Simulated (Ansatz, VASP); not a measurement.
# Mg2B: VASP beside Ansatz

```xyz
6
Lattice="-2.9724 2.9724 2.6204 2.9724 -2.9724 2.6204 2.9724 2.9724 -2.6204" Properties=species:S:1:pos:R:3 pbc="T T T"
Mg    0.9571    1.7990    0.0000
Mg   -1.1734    2.0153    2.6204
Mg    2.0153    1.1734    2.6204
Mg    4.1457    0.9571    0.0000
B     0.0000    0.0000    1.7781
B     0.0000    0.0000    3.4626
```

Change from the starting cell: the structure that the rattled cubic Laves (C15) type (Fd-3m, No. 227) fell into.

Alike in both runs: functional PBE; k mesh 10 × 10 × 10; occupations gaussian, width 0.1 eV; no spin polarisation.

Ansatz relaxed the structure, and its values are those at the end. VASP's run is a single point on that final structure, the one shown.

```csv
,VASP,Ansatz
version,VASP 6.6.1,Ansatz 0.2.0
potentials or method,"VASP PAW PBE potentials, release 64 (Mg, B), cutoff 520 eV","scalar-relativistic, plane waves, PAW"
valence electrons in the cell,14,46
```

|  | VASP | Ansatz | Ansatz less VASP |
| --- | --- | --- | --- |
| gap on the k mesh at the Fermi level (eV) | none | none | - |
| pressure (GPa) | -0.2 | 0.0 | +0.17 |
| rms of the force components (eV/Å) | 0.005 | 0.001 | -0.0039 |

A gap of «none» marks a metal or a gap that the smearing closes. With one functional, cell and mesh, what is left measures potentials, basis and numerics. VASP's potentials hold 14 valence electrons a cell and Ansatz's 46, so a difference there can come from the potentials and not from the codes.
